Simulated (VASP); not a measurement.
Runs of VASP 6.6.1 on Pt. The structure is that of space group Fd-3m (No. 227), or close to it. The cells are those of the table. 

| task | cell | cutoff (eV) | gap on the mesh (eV) | pressure (GPa) |
| --- | --- | --- | --- | --- |
| single point | a = 3.990 Å, angles 60.0°, 2 atoms | 520 | none | 0.0 |
| relaxation of cell and atoms | relaxed to 30 GPa from a = 3.811 Å, angles 60.0°, 2 atoms | 600 | none | 30.0 |
| single point | a = 3.809 Å, angles 60.0°, 2 atoms | 520 | none | 29.5 |
| single point | a = 3.914 Å, angles 60.0°, 2 atoms | 520 | none | 9.9 |
| relaxation of cell and atoms | relaxed to 20 GPa from a = 3.811 Å, angles 60.0°, 2 atoms | 600 | none | 20.0 |
| single point | a = 3.856 Å, angles 60.0°, 2 atoms | 520 | none | (a) |
| relaxation of cell and atoms | relaxed to 10 GPa from a = 3.811 Å, angles 60.0°, 2 atoms | 600 | none | 9.8 |
| relaxation of cell and atoms | relaxed from a = 3.811 Å, angles 60.0°, 2 atoms | 600 | none | 0.0 |

Alike in all rows: level LDA; potentials or basis VASP PAW LDA potentials, release 64 (Pt); no spin polarisation; k mesh 7 × 7 × 7; smearing gaussian 0.05 eV.

Q: Fill in the values left out.

A: (a) 19.7.

Caveats: spin-orbit coupling is left out, which moves the levels of the heavy elements; the cell is relaxed towards a set pressure, so the enthalpy falls and the energy may rise (some runs).

A k mesh can miss the band edges, and the runs leave out spin-orbit coupling on Pt.

A gap of «none» marks levels without a gap at the run's occupations.
